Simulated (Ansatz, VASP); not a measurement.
**One calculation of HfIn4SiO6, two programs**

INCAR

```
SYSTEM = HfIn4SiO6
  PREC = Accurate
  ENCUT = 520
  EDIFF = 1E-6
  ISMEAR = -1
  SIGMA = 0.05
  LREAL = .False.
  LASPH = .True.
  NELM = 80
  ALGO = Normal
  ISIF = 2
  LWAVE = .False.
  LCHARG = .True.
  GGA = PE
  LELF = .True.
  LVHAR = .True.
  NBANDS = 63
```

Contents of KPOINTS:

```
Automatic mesh
0
Gamma
  4 4 2
  0 0 0
```

POSCAR

```
HfIn4SiO6
1.0
    5.1696971177      0.0000000000      0.0000000000
   -2.5848534568      4.4770905554      0.0000000000
    0.0000000000      0.0000000000     10.3434987012
Hf In Si O
1 4 1 6
Direct
    0.6666700000      0.3333300000      0.0000000000
    0.0000000000      0.0000000000      0.3044600000
    0.0000000000      0.0000000000      0.6955400000
    0.3333300000      0.6666700000      0.7891900000
    0.3333300000      0.6666700000      0.2108100000
    0.0000000000      0.0000000000      0.0000000000
    0.9730000000      0.7049600000      0.8997200000
    0.2950400000      0.0270000000      0.1002800000
    0.2950400000      0.2680400000      0.8997200000
    0.7319600000      0.7049600000      0.1002800000
    0.7319600000      0.0270000000      0.8997200000
    0.9730000000      0.2680400000      0.1002800000
```

The input input.yaml:

```yaml
crystal:
  lattice:
    - [5.1696971177, 0.0, 0.0]
    - [-2.5848534568, 4.4770905554, 0.0]
    - [0.0, 0.0, 10.3434987012]
  atoms:
    - { symbol: Hf, position: [0.66667, 0.33333, 0.0] }
    - { symbol: In, position: [0.0, 0.0, 0.30446] }
    - { symbol: In, position: [0.0, 0.0, 0.69554] }
    - { symbol: In, position: [0.33333, 0.66667, 0.78919] }
    - { symbol: In, position: [0.33333, 0.66667, 0.21081] }
    - { symbol: Si, position: [0.0, 0.0, 0.0] }
    - { symbol: O, position: [0.973, 0.70496, 0.89972] }
    - { symbol: O, position: [0.29504, 0.027, 0.10028] }
    - { symbol: O, position: [0.29504, 0.26804, 0.89972] }
    - { symbol: O, position: [0.73196, 0.70496, 0.10028] }
    - { symbol: O, position: [0.73196, 0.027, 0.89972] }
    - { symbol: O, position: [0.973, 0.26804, 0.10028] }
kpoints:
  mp_grid: { grid: [4, 4, 2] }
scf:
  occupations: { method: fermi_dirac, width: 0.05 }
hamiltonian:
  xc: pbe
  pseudopotentials: { kind: all_electron, lapw: { basis_error: 0.003 } }
output:
  forces: true
  stress: true
  eigenvalues: true
```

Change from the starting cell: volume scaled by 0.94.

Alike in both runs: task single point; functional PBE; k mesh 4 × 4 × 2; occupations fermi-dirac, width 0.05 eV; no spin polarisation.

|  | VASP | Ansatz |
| --- | --- | --- |
| version | VASP 6.6.1 | Ansatz 0.2.0 |
| potentials or method | VASP PAW PBE potentials, release 64 (Hf_pv, In_d, Si, O), cutoff 520 eV | all-electron LAPW, scalar-relativistic |

```csv
,VASP,Ansatz,Ansatz less VASP
pressure (GPa),5.4,5.8,+0.40
"traceless stress, the component that is largest in VASP (GPa)",0.09,-0.08,-0.163
rms of the force components (eV/Å),0.273,0.289,+0.0159
```

Atom by atom the forces differ by 0.066 eV/Å (rms over components). Ansatz ran all-electron here, and VASP with PAW potentials.

Spin-orbit coupling is off throughout. Noted on Ansatz's run: the k mesh is thin for a metal, which can move the energy by tens of meV per atom.
